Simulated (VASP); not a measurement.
Crystal: GaSb (zincblende type).

```xyz
2
Lattice="0.0000 3.1072 3.1072 3.1072 0.0000 3.1072 3.1072 3.1072 0.0000" Properties=species:S:1:pos:R:3 pbc="T T T"
Ga    0.0000    0.0000    0.0000
Sb    1.5536    1.5536    1.5536
```

| Item | Value |
| --- | --- |
| Program | VASP 6.6.1 |
| Task | relaxation of cell and atoms |
| Functional | PBEsol |
| Potentials or basis | VASP PAW PBE potentials, release 64 (Ga_d, Sb) |
| Cutoff | 600 eV |
| k mesh | 11 × 11 × 11 |
| Occupations | fermi-dirac, width 0.05 eV |
| Spin | no spin polarisation |

At the start: pressure -2.2 GPa; volume 30.00 Å³/atom.

Where does the relaxation end?

Over 3 steps the energy falls by 10.4 meV/atom and the volume is 28.57 Å³/atom (-4.8 %); space group F-43m (No. 216, to 0.1 Å) before and after.

The path:
| step | energy change (eV) | largest force (eV/Å) | pressure (GPa) | volume (Å³) |
| --- | --- | --- | --- | --- |
| 1 | 0.0000 | 0.0000 | -2.24 | 60.00 |
| 2 | -0.0194 | 0.0000 | 0.67 | 56.43 |
| 3 | -0.0209 | 0.0000 | 0.02 | 57.14 |

Final structure:
```
Ga Sb
1.0
     0.00000    3.05711    3.05711
     3.05711    0.00000    3.05711
     3.05711    3.05711    0.00000
Ga Sb
1 1
Direct
  0.00000 0.00000 0.00000
  0.25000 0.25000 0.25000
```

Caveat: the PAW data sets were made with another functional, which shifts forces and pressure a little.
